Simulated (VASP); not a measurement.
Here is a VASP 6.6.1 calculation.

The input INCAR:

```
PREC = Accurate
ENCUT = 520
EDIFF = 1E-7
ISMEAR = -1
SIGMA = 0.05
LREAL = F
LASPH = T
NELM = 60
ALGO = Normal
ISIF = 2
LWAVE = F
LCHARG = F
GGA = PE
NBANDS = 63
```

Contents of KPOINTS:

```
regular mesh
0
Gamma
  3 3 2
```

File POSCAR:

```
HfIn4SiO6
1.0
    2.7158500000     -4.7035700000      0.0083300000
    2.7158500000      4.7035700000      0.0083300000
   -1.8791500000      0.0000000000      7.4012700000
Hf In Si O
1 4 1 6
Direct
    0.7901680535      0.2088343007      0.0025306887
    0.6288147534      0.3801600081      0.4966980316
    0.4528744455      0.5439510108     -0.0031022454
    0.2776396528      0.7175863316      0.4993340018
    0.9567306495      0.0422427180      0.5022780620
    0.1198346718      0.8740617802     -0.0052642530
    0.0617872408      0.1080708084      0.8737349242
    0.8790934670      0.9350834916      0.1275302625
    0.7958767102      0.5407139295      0.8629112571
    0.4693299454      0.2202053443      0.1360053303
    0.1615239054      0.6228957995      0.1394280689
    0.3661354950      0.8611322741      0.8757896766
```

Potentials or basis: VASP PAW PBE potentials, release 64 (Hf_pv, In_d, Si, O).

Launch:

```sh
$ cat potpaw_PBE.64/Hf_pv/POTCAR potpaw_PBE.64/In_d/POTCAR potpaw_PBE.64/Si/POTCAR potpaw_PBE.64/O/POTCAR > POTCAR
$ mpirun -np 1 vasp_std > vasp.out
```

Task: Predict the pressure.

Result: 0.9 GPa.

Task: Predict the largest force.

Result: 1.515 eV/Å.

Task: What does it give for the band gap on the k mesh?

Result: Zero (bands 51 and 52 overlap by 1.34 eV).

Stress tensor (GPa, compression positive):
```
 0.74  0.03 -0.81
 0.03  0.63  1.03
-0.81  1.03  1.25
```

Caveat: the k points lie up to 0.46 Å⁻¹ apart, too coarse for converged energies and pressures of a metal; spin-orbit coupling is left out, which moves the levels of the heavy elements; forces of over 1 eV/Å act on the atoms, so gaps and moduli don't describe the material at rest.
